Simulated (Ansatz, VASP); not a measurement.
## One calculation of Cu4Sn, two programs

```xyz
5
Lattice="4.8093 0.0000 0.0000 0.0000 4.8093 0.0000 0.0000 0.0000 4.8093" Properties=species:S:1:pos:R:3 pbc="T T T"
Cu    0.0000    2.4046    2.4046
Cu    2.4046    2.4046    0.0000
Cu    2.4046    0.0000    2.4046
Cu    0.0000    0.0000    0.0000
Sn    2.4046    2.4046    2.4046
```

Change from the starting cell: species swapped into the Fe4N type (Pm-3m, No. 221).

Alike in both runs: functional PBE; k mesh 8 × 8 × 8; occupations gaussian, width 0.1 eV; no spin polarisation.

Ansatz relaxed the structure, and its values are those at the end. VASP's run is a single point on that final structure, the one shown.

|  | VASP | Ansatz |
| --- | --- | --- |
| version | VASP 6.6.1 | Ansatz 0.2.0 |
| potentials or method | VASP PAW PBE potentials, release 64 (Cu, Sn_d), cutoff 520 eV | scalar-relativistic, plane waves, PAW |
| valence electrons in the cell | 58 | 90 |

|  | VASP | Ansatz | Ansatz less VASP |
| --- | --- | --- | --- |
| gap on the k mesh at the Fermi level (eV) | none | none | - |
| pressure (GPa) | 0.1 | 0.0 | -0.05 |

A gap of «none» marks a metal or a gap that the smearing closes. The functional is the same, so the differences come from potentials, cutoffs and numerics. VASP's potentials hold 58 valence electrons a cell and Ansatz's 90, so a difference there can come from the potentials and not from the codes.
